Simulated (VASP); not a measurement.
# Al (Fm-3m) in VASP: further runs, part 2 of 2

VASP 6.6.1. Earlier steps stand in the parts before.

### Step 3. Single point, revPBE (volume scaled by 1.04)

The input, INCAR:

```
ALGO = Normal ; EDIFF = 1E-6
ENCUT = 520 ; GGA = RE
ISIF = 2 ; ISMEAR = -1
LASPH = T ; LCHARG = F
LREAL = F ; LWAVE = F
NBANDS = 8 ; NELM = 100
PREC = Accurate ; SIGMA = 0.1
```

The input, KPOINTS:

```
k-points
0
Gamma
  22 22 22
```

The input, POSCAR:

```
Al
1.0
    0.0000000000      2.0562538742      2.0562538742
    2.0562538742      0.0000000000      2.0562538742
    2.0562538742      2.0562538742      0.0000000000
Al
1
Direct
    0.0000000000      0.0000000000      0.0000000000
```

Potentials or basis: VASP PAW PBE potentials, release 64 (Al).

On the command line:

```
$ cat potpaw_PBE.64/Al/POTCAR > POTCAR
$ mpirun -np 1 vasp_std > vasp.out
```

Wall time 20 s (1 thread of Intel Xeon Platinum 8375C at 2.90GHz (Ice Lake), shared host); peak memory 0.16 GiB.

Results (log left out):

```
Free energy : -3.5556 eV
Pressure    : -2.8 GPa
```

Levels at points of the mesh, in eV from the Fermi level:
| k point | band 1 | band 2 | band 3 | band 4 | band 5 |
| --- | --- | --- | --- | --- | --- |
| (0.00, 0.00, 0.00) | -10.76 | 12.33 | 12.33 | 12.33 | 13.54 |
| (0.50, 0.00, 0.00) | -4.39 | -4.28 | 10.94 | 10.94 | 11.21 |
| (0.50, 0.50, 0.00) | -2.79 | -1.57 | 5.22 | 5.39 | 5.39 |

Caveat: the PAW data sets were made with another functional, which shifts forces and pressure a little.

### Step 4. Single point, revPBE (volume scaled by 1.08)

The input, INCAR:

```
SYSTEM = Al
PREC = Accurate
ENCUT = 520
EDIFF = 1E-7
ISMEAR = -1
SIGMA = 0.1
LREAL = .False.
LASPH = .True.
NELM = 100
ALGO = Normal
ISIF = 2
LWAVE = .False.
LCHARG = .False.
GGA = RE
NBANDS = 8
```

The input, KPOINTS:

```
Automatic mesh
0
Gamma
  22 22 22
  0 0 0
```

The input, POSCAR:

```
Al
1.0
    0.0000000000      2.0822851677      2.0822851677
    2.0822851677      0.0000000000      2.0822851677
    2.0822851677      2.0822851677      0.0000000000
Al
1
Direct
    0.0000000000      0.0000000000      0.0000000000
```

Potentials or basis: VASP PAW PBE potentials, release 64 (Al).

On the command line:

```
$ cat potpaw_PBE.64/Al/POTCAR > POTCAR
$ mpirun -np 1 vasp_std > vasp.out
```

OUTCAR:

```text
SYSTEM = Al
   PREC = Accurate
   ENCUT = 520
   EDIFF = 1E-7
   ISMEAR = -1
   LREAL = .False.
   LASPH = .True.
   NELM = 100
   ISIF = 2
   GGA = RE

 ion  position               nearest neighbor table
   1  0.000  0.000  0.000-

  LATTYP: Found a face centered cubic cell.
 ALAT       =     4.1645703354

  Lattice vectors:

 A1 = (   0.0000000000,   2.0822851677,   2.0822851677)
 A2 = (   2.0822851677,   0.0000000000,   2.0822851677)
 A3 = (   2.0822851677,   2.0822851677,   0.0000000000)

Analysis of symmetry for initial positions (statically):
=====================================================================
 Subroutine PRICEL returns:
 Original cell was already a primitive cell.

 Routine SETGRP: Setting up the symmetry group for a
 face centered cubic supercell.

 Subroutine GETGRP returns: Found 48 space group operations
 (whereof 48 operations were pure point group operations)
 out of a pool of 48 trial point group operations.

The static configuration has the point symmetry O_h .

Analysis of symmetry for dynamics (positions and initial velocities):
[... 161 lines left out ...]
 fundamental gap:      0.0661169859
 Fermi energy:         7.1452524550

 k-point     1 :       0.0000    0.0000    0.0000
  band No.  band energies     occupation
      1      -3.3638      2.00000
      2      19.2732      0.00000
      3      19.2732      0.00000
      4      19.2732      0.00000
      5      20.2149      0.00000
      6      20.2149      0.00000
      7      20.2149      0.00000
      8      22.9327      0.00000
[... 243 lines left out ...]
 k-point    24 :      -0.4545    0.0455    0.0000
  band No.  band energies     occupation
      1       2.2332      2.00000
      2       3.7249      2.00000
      3      16.4818      0.00000
      4      17.2927      0.00000
      5      18.5866      0.00000
      6      18.7364      0.00000
      7      21.6246      0.00000
      8      22.4694      0.00000

 [... further k-points ...]

------------------------ aborting loop because EDIFF is reached ----------------------------------------

  FORCE on cell =-STRESS in cart. coord.  units (eV):
  Direction    XX          YY          ZZ          XY          YZ          ZX
  --------------------------------------------------------------------------------------
  -------------------------------------------------------------------------------------
  Total       -0.5607921     -0.5607921     -0.5607921      0.0000000      0.0000000     -0.0000000
  in kB      -49.7578810    -49.7578810    -49.7578810      0.0000000      0.0000000     -0.0000000
  external PRESSURE =     -49.7578810 kB  Pullay stress =       0.0000000 kB

 VOLUME and BASIS-vectors are now :
 -----------------------------------------------------------------------------
  energy-cutoff  :      520.00
  volume of cell :       18.06
      direct lattice vectors                 reciprocal lattice vectors
     0.000000000  2.082285168  2.082285168    -0.240120809  0.240120809  0.240120809
     2.082285168  0.000000000  2.082285168     0.240120809 -0.240120809  0.240120809
     2.082285168  2.082285168  0.000000000     0.240120809  0.240120809 -0.240120809

 POSITION                                       TOTAL-FORCE (eV/Angst)
 -----------------------------------------------------------------------------------
      0.00000      0.00000      0.00000         0.000000     -0.000000     -0.000000
 -----------------------------------------------------------------------------------
    total drift:                               -0.000000     -0.000000      0.000000

  FREE ENERGIE OF THE ION-ELECTRON SYSTEM (eV)
  ---------------------------------------------------
  free  energy   TOTEN  =        -3.5392587582 eV

  energy  without entropy=       -3.5259923846  energy(sigma->0) =       -3.53262557
```

OSZICAR:

```text
N       E                     dE             d eps       ncg     rms          rms(c)
DAV:   1    -0.233175058548E+01   -0.23318E+01   -0.83474E+02  5264   0.202E+02
DAV:   2    -0.355305650611E+01   -0.12213E+01   -0.11772E+01  7224   0.174E+01
DAV:   3    -0.355984678506E+01   -0.67903E-02   -0.67870E-02  6888   0.145E+00
DAV:   4    -0.355986440033E+01   -0.17615E-04   -0.17615E-04  7872   0.648E-02
DAV:   5    -0.355986445016E+01   -0.49832E-07   -0.49313E-07  7056   0.193E-03    0.156E+00
DAV:   6    -0.354826456384E+01    0.11600E-01   -0.18706E-03  6720   0.230E-01    0.898E-01
DAV:   7    -0.353927510064E+01    0.89895E-02   -0.56780E-03  6616   0.372E-01    0.168E-01
DAV:   8    -0.353926195138E+01    0.13149E-04   -0.14867E-05  7800   0.287E-02    0.155E-02
DAV:   9    -0.353925925584E+01    0.26955E-05   -0.14065E-06  7416   0.551E-03    0.771E-04
DAV:  10    -0.353925885161E+01    0.40423E-06   -0.56941E-09  6728   0.582E-04    0.551E-04
DAV:  11    -0.353925875818E+01    0.93431E-07   -0.39778E-10  3888   0.127E-04
   1 F= -.35392588E+01 E0= -.35326256E+01  d E =-.132664E-01
```

It took 24 s on 1 thread of Intel Xeon Platinum 8375C at 2.90GHz (Ice Lake), shared host; peak memory 0.16 GiB.

What came out:

```
Free energy : -3.5393 eV
Pressure    : -5.0 GPa
```

Levels at points of the mesh, in eV from the Fermi level:
| k point | band 1 | band 2 | band 3 | band 4 | band 5 | band 6 |
| --- | --- | --- | --- | --- | --- | --- |
| (0.00, 0.00, 0.00) | -10.51 | 12.13 | 12.13 | 12.13 | 13.07 | 13.07 |
| (0.50, 0.00, 0.00) | -4.24 | -4.23 | 10.57 | 10.57 | 11.05 | 11.05 |
| (0.50, 0.50, 0.00) | -2.70 | -1.56 | 5.21 | 5.23 | 5.23 | 8.34 |

Caveat: the PAW data sets were made with another functional, which shifts forces and pressure a little.

### Step 5. Single point, revPBE (volume scaled by 1.12)

The input, INCAR:

```
PREC = Accurate
ENCUT = 520
EDIFF = 1E-6
ISMEAR = -1
SIGMA = 0.1
LREAL = F
LASPH = T
NELM = 80
ALGO = Normal
ISIF = 2
LWAVE = F
LCHARG = F
GGA = RE
NBANDS = 8
```

The input, KPOINTS:

```
Automatic mesh
0
Gamma
  22 22 22
```

The input, POSCAR:

```
Al
1.0
    0.0000000000      2.1076813922      2.1076813922
    2.1076813922      0.0000000000      2.1076813922
    2.1076813922      2.1076813922      0.0000000000
Al
1
Direct
    0.0000000000      0.0000000000      0.0000000000
```

On the command line:

```
$ cat potpaw_PBE.64/Al/POTCAR > POTCAR
$ mpirun -np 1 vasp_std > vasp.out
```

It took 20 s on 1 thread of Intel Xeon Platinum 8375C at 2.90GHz (Ice Lake), shared host; peak memory 0.16 GiB.

The run converged. Its results:

| Quantity | Value |
| --- | --- |
| Free energy | -3.5148 eV |
| Pressure | -6.7 GPa |

Levels at points of the mesh, in eV from the Fermi level:
```tsv
k point	band 1	band 2	band 3	band 4	band 5	band 6
(0.00, 0.00, 0.00)	-10.27	11.94	11.94	11.94	12.63	12.63
(0.50, 0.00, 0.00)	-4.18	-4.10	10.22	10.22	10.89	10.89
(0.50, 0.50, 0.00)	-2.61	-1.57	5.08	5.08	5.21	8.05
```

Caveat: the PAW data sets were made with another functional, which shifts forces and pressure a little.

### Step 6. Single point, revPBE

The input, INCAR:

```
SYSTEM = Al
  ALGO = Normal
  EDIFF = 1E-7
  ENCUT = 520
  GGA = RE
  ISIF = 2
  ISMEAR = -1
  LASPH = .TRUE.
  LCHARG = .FALSE.
  LREAL = .FALSE.
  LWAVE = .FALSE.
  NBANDS = 8
  NELM = 60
  PREC = Accurate
  SIGMA = 0.1
```

The input, KPOINTS:

```
k-points
0
G
  7 7 7
  0 0 0
```

The input, POSCAR:

```
Al
1.0
    0.0000000000      2.0295462560      2.0295462560
    2.0295462560      0.0000000000      2.0295462560
    2.0295462560      2.0295462560      0.0000000000
Al
1
Direct
    0.0000000000      0.0000000000      0.0000000000
```

Potentials or basis: VASP PAW PBE potentials, release 64 (Al).

On the command line:

```
$ cat potpaw_PBE.64/Al/POTCAR > POTCAR
$ mpirun -np 1 vasp_std > vasp.out
```

Wall time 5.1 s (1 thread of Intel Xeon 8259CL, shared host); peak memory 0.13 GiB.

It converged, with:

* Free energy: -3.6071 eV
* Pressure: -0.4 GPa

Levels at points of the mesh, in eV from the Fermi level:
```tsv
k point	band 1	band 2	band 3	band 4	band 5
(0.00, 0.00, 0.00)	-11.10	12.47	12.47	12.47	13.97
```

Caveat: the k points lie up to 0.38 Å⁻¹ apart; the PAW data sets were made with another functional, which shifts forces and pressure a little.

### Step 7. Overview

| cell | k mesh | gap on the mesh (eV) | pressure (GPa) |
| --- | --- | --- | --- |
| a = 2.870 Å, angles 60.0°, 1 atom | 22 × 22 × 22 | none | -0.1 |
| a = 2.908 Å, angles 60.0°, 1 atom | 22 × 22 × 22 | none | -2.8 |
| a = 2.945 Å, angles 60.0°, 1 atom | 22 × 22 × 22 | none | -5.0 |
| a = 2.981 Å, angles 60.0°, 1 atom | 22 × 22 × 22 | none | -6.7 |
| a = 2.870 Å, angles 60.0°, 1 atom | 7 × 7 × 7 | none | -0.4 |

Alike in all rows: task single point; level revPBE; potentials or basis VASP PAW PBE potentials, release 64 (Al); no spin polarisation; cutoff (eV) 520; smearing fermi-dirac 0.1 eV.

Caveats: some runs use coarse meshes; the PAW data sets were made with another functional, which shifts forces and pressure a little.

Absolute energies hang on the potentials; compare differences alone.
